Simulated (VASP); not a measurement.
# B (P6/mmm) in VASP: a series of runs

Runs on B. Level: PBE. Tasks: single point, relaxation of cell and atoms.

All numbers are computed with VASP 6.6.1; they aren't measurements. Logs are shortened: lines on timing, memory, paths and dates and some standing lists are left out, and cuts for length are marked.

## 1. The cell of the first run

The structure is hexagonal, space group P6/mmm (No. 191). The conventional cell has a = 1.778 Å, b = 1.778 Å, c = 3.953 Å, α = 90.00°, β = 90.00°, γ = 120.00°. B (site symmetry 6mm) has 8 B at 1.78 to 2.01 Å within 2.4 Å.

## 2. Single point, PBE

INCAR

```
PREC = Accurate
ENCUT = 520
EDIFF = 1E-7
ISMEAR = 0
SIGMA = 0.1
LREAL = F
LASPH = T
NELM = 60
ALGO = Normal
ISIF = 2
LWAVE = F
LCHARG = F
GGA = PE
NBANDS = 10
```

KPOINTS

```
regular mesh
0
Gamma
  12 12 4
```

POSCAR

```
B
1.0
    1.7778171000      0.0000000000      0.0000000000
   -0.8889085500      1.5396347700      0.0000000000
    0.0000000000      0.0000000000      3.9532070000
B
2
Direct
    0.0000000000      0.0000000000      0.2542118200
    0.0000000000      0.0000000000      0.7457881800
```

Potentials or basis: VASP PAW PBE potentials, release 64 (B).

Run with:

```console
> cat potpaw_PBE.64/B/POTCAR > POTCAR
> mpirun -np 1 vasp_std > vasp.out
```

OUTCAR:

```text
PREC = Accurate
   ENCUT = 520
   EDIFF = 1E-7
   ISMEAR = 0
   LREAL = F
   LASPH = T
   NELM = 60
   ISIF = 2
   GGA = PE

 ion  position               nearest neighbor table
   1  0.000  0.000  0.254-   2 1.94   2 2.01
   2  0.000  0.000  0.746-   1 1.94   1 2.01

  LATTYP: Found a hexagonal cell.
 ALAT       =     1.7778171000
 C/A-ratio  =     2.2236297536

  Lattice vectors:

 A1 = (   1.7778171000,   0.0000000000,   0.0000000000)
 A2 = (  -0.8889085500,   1.5396347700,   0.0000000000)
 A3 = (   0.0000000000,   0.0000000000,   3.9532070000)

Analysis of symmetry for initial positions (statically):
=====================================================================
 Subroutine PRICEL returns:
 Original cell was already a primitive cell.

 Routine SETGRP: Setting up the symmetry group for a
 hexagonal supercell.

 Subroutine GETGRP returns: Found 24 space group operations
 (whereof 24 operations were pure point group operations)
 out of a pool of 24 trial point group operations.

The static configuration has the point symmetry D_6h.

Analysis of symmetry for dynamics (positions and initial velocities):
=====================================================================
 Subroutine PRICEL returns:
 Original cell was already a primitive cell.

 Routine SETGRP: Setting up the symmetry group for a
 hexagonal supercell.

 Subroutine GETGRP returns: Found 24 space group operations
 (whereof 24 operations were pure point group operations)
 out of a pool of 24 trial point group operations.

The dynamic configuration has the point symmetry D_6h.

 Subroutine INISYM returns: Found 24 space group operations
 (whereof 24 operations are pure point group operations),
 and found     1 'primitive' translations

----------------------------------------------------------------------------------------

                                     Primitive cell

  volume of cell :      10.8207

  direct lattice vectors                    reciprocal lattice vectors
     1.777817100  0.000000000  0.000000000     0.562487558  0.324752344  0.000000000
    -0.888908550  1.539634770  0.000000000     0.000000000  0.649504687  0.000000000
     0.000000000  0.000000000  3.953207000     0.000000000  0.000000000  0.252959180

  length of vectors
     1.777817100  1.777817098  3.953207000     0.649504687  0.649504687  0.252959180

  position of ions in fractional coordinates (direct lattice)
     0.000000000  0.000000000  0.254211820
     0.000000000  0.000000000  0.745788180

  ion indices of the primitive-cell ions
   primitive index   ion index
                 1           1
                 2           2

----------------------------------------------------------------------------------------

 KPOINTS: regular mesh

Automatic generation of k-mesh.
 Grid dimensions read from file:
 generate k-points for:   12   12    4

 Generating k-lattice:

  Cartesian coordinates                     Fractional coordinates (reciprocal lattice)
     0.046873963  0.027062695  0.000000000     0.083333333  0.000000000  0.000000000
     0.000000000  0.054125391  0.000000000     0.000000000  0.083333333  0.000000000
     0.000000000  0.000000000  0.063239795     0.000000000  0.000000000  0.250000000

  Length of vectors
     0.054125391  0.054125391  0.063239795

  Shift w.r.t. Gamma in fractional coordinates (k-lattice)
     0.000000000  0.000000000  0.000000000

 Subroutine IBZKPT returns following result:
 ===========================================

 Found     57 irreducible k-points:

 Following reciprocal coordinates:
            Coordinates               Weight
  0.000000  0.000000  0.000000      1.000000
  0.083333  0.000000  0.000000      6.000000
  0.166667  0.000000  0.000000      6.000000
  0.250000  0.000000  0.000000      6.000000
  0.333333  0.000000  0.000000      6.000000
  0.416667  0.000000  0.000000      6.000000
[... 16 lines left out ...]
  0.250000  0.000000  0.250000     12.000000
  0.333333  0.000000  0.250000     12.000000
 [... further k-points ...]
   k-points           NKPTS =     57   k-points in BZ     NKDIM =     57   number of bands    NBANDS=     10
   number of dos      NEDOS =    301   number of ions     NIONS =      2
   total plane-waves  NPLWV =   5880
   dimension x,y,z NGX =    14 NGY =   14 NGZ =   30
   dimension x,y,z NGXF=    28 NGYF=   28 NGZF=   60
   ions per type =               2
   NGX,Y,Z   is equivalent  to a cutoff of  13.09, 13.09, 12.62 a.u.
   NGXF,Y,Z  is equivalent  to a cutoff of  26.18, 26.18, 25.23 a.u.
 SYSTEM =  unknown system
   PREC   = accura    normal or accurate (medium, high low for compatibility)
   ISTART =      0    job   : 0-new  1-cont  2-samecut
   ICHARG =      2    charge: 1-file 2-atom 10-const
   ISPIN  =      1    spin polarized calculation?
   LNONCOLLINEAR =      F non collinear calculations
   LSORBIT =      F    spin-orbit coupling
   LASPH  =      T    aspherical Exc in radial PAW
   ENCUT  =  520.0 eV  38.22 Ry    6.18 a.u.   3.31  3.31  7.35*2*pi/ulx,y,z
   NELM   =     60;   NELMIN=  2; NELMDL= -5     # of ELM steps
   EDIFF  = 0.1E-06   stopping-criterion for ELM
   LREAL  =      F    real-space projection
   EDIFFG = 0.1E-05   stopping-criterion for IOM
   NSW    =      0    number of steps for IOM
   IBRION =     -1    ionic relax: 0-MD 1-quasi-New 2-CG
   NFREE  =      0    steps in history (QN), initial steepest desc. (CG)
   ISIF   =      2    stress and relaxation
   ISYM   =      2    0-nonsym 1-usesym 2-fastsym
   POTIM  = 0.5000    time-step for ionic-motion
   TEBEG  =    0.0;   TEEND  =   0.0 temperature during run
   PSTRESS=    0.0 pullay stress
   NELECT =       6.0000    total number of electrons
   NUPDOWN=      -1.0000    fix difference up-down
   EMIN   =  10.00;   EMAX   =-10.00  energy-range for DOS
   EFERMI =   0.00;   METHOD = LEGACY
   ISMEAR =     0;   SIGMA  =   0.10  broadening in eV -4-tet -1-fermi 0-gaus
   EFERMI_NEDOS =   21; number of points for ismear=-14 and -15
   IALGO  =     38    algorithm
   IMIX   =      4    mixing-type and parameters
     AMIX     =   0.40;   BMIX     =  1.00
     AMIX_MAG =   1.60;   BMIX_MAG =  1.00
  volume/ion in A,a.u.               =       5.41        36.51
  Fermi-wavevector in a.u.,A,eV,Ry     =   1.344953  2.541593 24.611562  1.808899
  Thomas-Fermi vector in A             =   2.472905
   LORBIT       =      0    0 simple, 1 ext, 2 COOP (PROOUT), +10 PAW based schemes
   GGA     = PE    functional components
   LHFCALC =     F    Hartree Fock is set to
   AEXX    =    0.0000 exact exchange contribution
   IVDW    =     0    specifies the selected vdW correction
   LEPSILON=     F    determine dielectric tensor
   LRPA    =     F    only Hartree local field effects (RPA)
 non-spin polarized calculation
 Gauss-broadening in eV      SIGMA  =   0.10
  energy-cutoff  :      520.00
  volume of cell :       10.82
 maximum number of plane-waves:       309
 NGX is ok and might be reduce to    14
   NGX =  7   NGY =  7   NGZ = 15

 number of electron       6.0000000 magnetization

 Free energy of the ion-electron system (eV)
  ---------------------------------------------------
  ext. energy  EPLUGINS =         0.00000000
  ---------------------------------------------------
  free energy    TOTEN  =       -10.89144147 eV

  energy without entropy =      -10.88794591  energy(sigma->0) =      -10.88969369

 E-fermi :  10.2916     XC(G=0): -13.2824

 val. band max:       10.2660890947   @ k =   0.3333   0.3333   0.0000
 cond. band min:      10.3111808235   @ k =   0.3333   0.1667   0.0000
 fundamental gap:      0.0450917288
 Fermi energy:        10.2915949933

 k-point     1 :       0.0000    0.0000    0.0000
  band No.  band energies     occupation
      1      -8.7041      2.00000
      2      -1.2276      2.00000
      3      -0.6688      2.00000
      4      18.0370      0.00000
      5      29.6173      0.00000
      6      32.2858      0.00000
      7      32.2858      0.00000
      8      34.3277      0.00000
      9      34.3277      0.00000
     10      49.6468      0.00000

 k-point     2 :       0.0833    0.0000    0.0000
  band No.  band energies     occupation
      1      -8.3702      2.00000
      2      -0.8099      2.00000
      3      -0.4302      2.00000
      4      18.4041      0.00000
      5      28.0618      0.00000
      6      31.3536      0.00000
      7      32.8102      0.00000
      8      33.2792      0.00000
      9      33.5485      0.00000
     10      46.6933      0.00000

 k-point     3 :       0.1667    0.0000    0.0000
  band No.  band energies     occupation
      1      -7.3718      2.00000
      2       0.2825      2.00000
      3       0.4372      2.00000
      4      19.4861      0.00000
      5      24.3827      0.00000
      6      29.3169      0.00000
      7      30.2194      0.00000
      8      31.7689      0.00000
      9      33.2163      0.00000
     10      40.9732      0.00000

 k-point     4 :       0.2500    0.0000    0.0000
  band No.  band energies     occupation
      1      -5.7236      2.00000
      2       1.4475      2.00000
      3       2.4893      2.00000
      4      19.4586      0.00000
      5      21.2074      0.00000
      6      25.9492      0.00000
      7      27.2008      0.00000
      8      29.8429      0.00000
      9      33.4753      0.00000
     10      34.0602      0.00000
[... 222 lines left out ...]
 k-point    22 :       0.1667    0.0000    0.2500
  band No.  band energies     occupation
      1      -6.8901      2.00000
      2      -3.0077      2.00000
      3       4.6571      2.00000
      4      15.5073      0.00000
      5      26.2632      0.00000
      6      29.4899      0.00000
      7      29.6182      0.00000
      8      31.3455      0.00000
      9      36.3694      0.00000
     10      42.0772      0.00000

 k-point    23 :       0.2500    0.0000    0.2500
  band No.  band energies     occupation
      1      -5.2424      2.00000
      2      -1.3946      2.00000
      3       6.2032      2.00000
      4      16.2854      0.00000
      5      21.9847      0.00000
      6      24.9509      0.00000
      7      27.5204      0.00000
      8      29.3782      0.00000
      9      35.6566      0.00000
     10      36.6499      0.00000

 k-point    24 :       0.3333    0.0000    0.2500
  band No.  band energies     occupation
      1      -3.0007      2.00000
      2       0.7257      2.00000
      3       8.1790      2.00000
      4      14.0596      0.00000
      5      20.4393      0.00000
      6      21.3516      0.00000
      7      25.8373      0.00000
      8      27.7742      0.00000
      9      29.4669      0.00000
     10      36.6525      0.00000

 [... further k-points ...]
[... 5 lines left out ...]
  --------------------------------------------------------------------------------------
  -------------------------------------------------------------------------------------
  Total        3.6996949      3.6996949      4.2381977      0.0000000     -0.0000000      0.0000000
  in kB      547.8001558    547.8001545    627.5342714      0.0000000     -0.0000000      0.0000000
  external PRESSURE =     574.3781939 kB  Pullay stress =       0.0000000 kB

 VOLUME and BASIS-vectors are now :
 -----------------------------------------------------------------------------
  energy-cutoff  :      520.00
  volume of cell :       10.82
      direct lattice vectors                 reciprocal lattice vectors
     1.777817100  0.000000000  0.000000000     0.562487558  0.324752344  0.000000000
    -0.888908550  1.539634770  0.000000000     0.000000000  0.649504687  0.000000000
     0.000000000  0.000000000  3.953207000     0.000000000  0.000000000  0.252959180

 POSITION                                       TOTAL-FORCE (eV/Angst)
 -----------------------------------------------------------------------------------
      0.00000      0.00000      1.00495        -0.000000     -0.000000     -0.210205
      0.00000      0.00000      2.94826         0.000000      0.000000      0.210205
 -----------------------------------------------------------------------------------
    total drift:                               -0.000000      0.000000      0.000000

  FREE ENERGIE OF THE ION-ELECTRON SYSTEM (eV)
  ---------------------------------------------------
  free  energy   TOTEN  =       -10.8914414681 eV

  energy  without entropy=      -10.8879459126  energy(sigma->0) =      -10.88969369
```

Wall time 2.5 s (1 thread of Intel Xeon 6975P-C (Granite Rapids), shared host); peak memory 0.11 GiB.

What came out:

```
Free energy            : -10.8914 eV
Pressure               : 57.4 GPa
Largest force          : 0.210 eV/Å
Band gap on the k mesh : zero (band 3 reaches 13.62 eV, above the bottom of band 4 at 7.77 eV)
```

Forces in eV/Å, atoms in the order of the input:
```
B    0.000  0.000 -0.210
B    0.000  0.000  0.210
```

Levels at points of the mesh, in eV from the Fermi level:
| k point | band 1 | band 2 | band 3 | band 4 | band 5 | band 6 |
| --- | --- | --- | --- | --- | --- | --- |
| (0.00, 0.00, 0.00) | -19.00 | -11.52 | -10.96 | 7.75 | 19.33 | 21.99 |
| (0.50, 0.00, 0.00) | -9.49 | -4.97 | -2.79 | 0.27 | 6.46 | 8.53 |
| (0.00, 0.00, 0.50) | -17.23 | -16.89 | -1.96 | -1.39 | 22.83 | 22.83 |
| (0.50, 0.00, 0.50) | -7.85 | -7.55 | -1.81 | -1.45 | 10.43 | 11.19 |

Caveat: the k points lie up to 0.40 Å⁻¹ apart.

## 3. Single point, PBE

This run uses another cell than the first one, of 8.01 Å³/atom, 1.480 times its volume.

INCAR

```
SYSTEM = B
ALGO     = Normal         ! electronic algorithm
EDIFF    = 1E-7           ! SCF threshold, eV
ENCUT    = 520            ! plane-wave cutoff, eV
GGA      = PE             ! functional
ISIF     = 2              ! what is computed and relaxed
ISMEAR   = 0              ! smearing method
LASPH    = .TRUE.         ! aspherical terms in the spheres
LCHARG   = .TRUE.         ! write CHGCAR
LELF     = .TRUE.         ! ELF
LREAL    = .FALSE.        ! projectors in reciprocal space
LVHAR    = .TRUE.       
LWAVE    = .FALSE.        ! write WAVECAR
NBANDS   = 10             ! bands
NELM     = 100            ! most SCF steps
PREC     = Accurate       ! precision mode
SIGMA    = 0.1            ! smearing width, eV
```

KPOINTS

```
k-points
0
G
  12 12 4
  0 0 0
```

POSCAR

```
B
1.0
    1.8468340681      0.0000000000      0.0000000000
   -0.9234170340      1.5994052195      0.0000000000
    0.0000000000      0.0000000000      5.4224150057
B
2
Direct
    0.0000000000      0.0000000000      0.3325752325
    0.0000000000      0.0000000000      0.6674247675
```

Potentials or basis: VASP PAW PBE potentials, release 64 (B).

Run with:

```console
> cat potpaw_PBE.64/B/POTCAR > POTCAR
> mpirun -np 1 vasp_std > vasp.out
```

Wall time 3.2 s (1 thread of Intel Xeon 6975P-C (Granite Rapids), shared host); peak memory 0.12 GiB.

Results (log left out):

```yaml
Free_energy: -11.7021 eV
Pressure: 0.1 GPa
Largest_force: 0.013 eV/Å
Band_gap_on_the_k_mesh: zero (band 3 reaches 7.18 eV, above the bottom of band 4 at 5.32 eV)
```

Forces on the atoms (eV/Å):
```
B    0.000  0.000 -0.013
B    0.000  0.000  0.013
```

Stress tensor (GPa, compression positive):
```
-0.05  0.00  0.00
 0.00 -0.05  0.00
 0.00  0.00  0.25
```

Levels at points of the mesh, in eV from the Fermi level:
| k point | band 1 | band 2 | band 3 | band 4 | band 5 | band 6 | band 7 |
| --- | --- | --- | --- | --- | --- | --- | --- |
| (0.00, 0.00, 0.00) | -18.10 | -13.29 | -8.94 | 2.25 | 5.36 | 19.09 | 19.09 |
| (0.50, 0.00, 0.00) | -9.11 | -5.92 | -3.71 | 1.64 | 2.37 | 9.18 | 11.83 |
| (0.00, 0.00, 0.50) | -18.03 | -13.76 | -7.71 | -1.10 | 10.52 | 17.14 | 19.10 |
| (0.50, 0.00, 0.50) | -9.07 | -6.01 | -3.69 | 1.01 | 3.22 | 11.14 | 11.84 |

Caveat: this functional lacks dispersion, which binds the layers, so the pressure and a relaxed spacing across them are unreliable.

## 4. Relaxation of cell and atoms, PBE

INCAR

```
PREC = Accurate ; ENCUT = 600
EDIFF = 1E-7 ; ISMEAR = 0
SIGMA = 0.1 ; LREAL = F
LASPH = T ; NELM = 100
ALGO = Normal ; ISIF = 3
LWAVE = F ; LCHARG = F
GGA = PE ; IBRION = 2
NSW = 90 ; EDIFFG = -0.04
```

KPOINTS

```
regular mesh
0
Gamma
  12 12 4
```

POSCAR

```
B
1.0
    1.7778171000      0.0000000000      0.0000000000
   -0.8889085500      1.5396347700      0.0000000000
    0.0000000000      0.0000000000      3.9532070000
B
2
Direct
    0.0000000000      0.0000000000      0.2542118200
    0.0000000000      0.0000000000      0.7457881800
```

Run with:

```console
> cat potpaw_PBE.64/B/POTCAR > POTCAR
> mpirun -np 1 vasp_std > vasp.out
```

It took 25 s on 1 thread of Intel Xeon 6975P-C (Granite Rapids), shared host; peak memory 0.11 GiB.

Results (log left out):

| Item | Value |
| --- | --- |
| Free energy | -11.8317 eV |
| Relaxed volume | 8.42 Å³/atom |
| Relaxed cell | a = 1.713 Å, b = 1.713 Å, c = 6.624 Å, α = 90.00°, β = 90.00°, γ = 120.00° |
| Space group after relaxing (to 0.05 Å) | P6/mmm (No. 191) |
| Energy gained by relaxing | 469.0 meV/atom |
| Ionic steps | 26 |
| Pressure after relaxing | -0.3 GPa |
| Largest force after relaxing | 0.008 eV/Å |
| Band gap on the k mesh | zero (band 3 reaches 9.42 eV, above the bottom of band 4 at -1.57 eV) |

Forces in eV/Å, atoms in the order of the input:
```
B    0.000  0.000 -0.008
B    0.000  0.000  0.008
```

Stress tensor (GPa, compression positive):
```
-0.43  0.00  0.00
 0.00 -0.43  0.00
 0.00  0.00  0.00
```

Step by step:
```csv
step,energy change (eV),largest force (eV/Å),pressure (GPa),volume (Å³)
1,0.0000,0.2110,57.37,10.82
2,-0.2324,0.0184,-20.78,14.15
3,-0.3209,0.0000,-0.51,12.84
4,-0.3691,0.0870,-0.68,12.91
5,-0.4089,0.1025,1.86,13.00
6,-0.4090,0.1119,1.95,13.00
7,-0.4091,0.1271,2.12,13.01
8,-0.4099,0.1603,2.29,13.02
9,-0.4148,0.0989,2.84,13.04
10,-0.4366,0.0069,5.61,13.07
11,-0.4819,0.0528,10.78,13.12
12,-0.6204,0.0570,21.90,13.13
13,-0.2261,0.0338,77.40,12.87
14,-0.6453,0.0594,31.14,13.10
15,-0.6378,0.0564,35.66,13.08
16,-0.6437,0.0536,35.85,13.12
17,-0.6561,0.0446,36.29,13.24
18,-0.6704,0.0419,38.71,13.47
19,-0.6934,0.0406,36.51,13.58
20,-0.7555,0.0374,30.19,13.92
21,-0.8491,0.0302,18.42,14.61
22,-0.9249,0.0191,-0.26,16.05
23,-0.9255,0.0180,-2.06,16.22
24,-0.9289,0.0167,-1.93,16.28
25,-0.9356,0.0128,-1.43,16.46
26,-0.9380,0.0084,-0.29,16.83
```

Final structure:
```cif
data_structure
_symmetry_space_group_name_H-M 'P 1'
_symmetry_Int_Tables_number 1
_cell_length_a 1.7129
_cell_length_b 1.7129
_cell_length_c 6.6236
_cell_angle_alpha 90.000
_cell_angle_beta 90.000
_cell_angle_gamma 120.000
_cell_volume 16.83
loop_
_atom_site_label
_atom_site_type_symbol
_atom_site_fract_x
_atom_site_fract_y
_atom_site_fract_z
_atom_site_occupancy
B1 B 0.00000 0.00000 0.25080 1
B2 B 0.00000 0.00000 0.74920 1
```

Levels at points of the mesh, in eV from the Fermi level:
| k point | band 1 | band 2 | band 3 | band 4 | band 5 | band 6 | band 7 |
| --- | --- | --- | --- | --- | --- | --- | --- |
| (0.00, 0.00, 0.00) | -17.15 | -16.51 | -8.90 | -5.80 | 3.24 | 11.90 | 17.62 |
| (0.50, 0.00, 0.00) | -8.67 | -8.50 | 0.96 | 1.78 | 4.89 | 6.85 | 10.87 |
| (0.00, 0.00, 0.50) | -16.86 | -16.85 | -7.56 | -7.52 | 6.70 | 6.77 | 24.67 |
| (0.50, 0.00, 0.50) | -8.59 | -8.58 | 1.29 | 1.31 | 5.84 | 5.88 | 12.35 |

Caveat: the k points lie up to 0.35 Å⁻¹ apart in the final cell; the volume moved by over 15 % at a fixed basis, so the end points are rough; this functional lacks dispersion, which binds the layers, so the pressure and a relaxed spacing across them are unreliable.

## 5. Summary

```tsv
task	cell	cutoff (eV)	gap on the mesh (eV)	pressure (GPa)	largest force (eV/Å)
single point	a = 1.778, b = 1.778, c = 3.953 Å, angles 90.0, 90.0, 120.0°, 2 atoms	520	none	57.4	0.21
single point	a = 1.847, b = 1.847, c = 5.422 Å, angles 90.0, 90.0, 120.0°, 2 atoms	520	none	0.1	0.01
relaxation of cell and atoms	relaxed from a = 1.778, b = 1.778, c = 3.953 Å, angles 90.0, 90.0, 120.0°, 2 atoms	600	none	-0.3	0.01
```

Alike in all rows: level PBE; potentials or basis VASP PAW PBE potentials, release 64 (B); no spin polarisation; k mesh 12 × 12 × 4; smearing gaussian 0.1 eV.

Caveats: some runs use coarse meshes; this functional lacks dispersion, which binds the layers, so the pressure and a relaxed spacing across them are unreliable (some runs); the volume moved by over 15 % at a fixed basis, so the end points are rough (some runs).

Absolute energies hang on the potentials; compare differences alone.
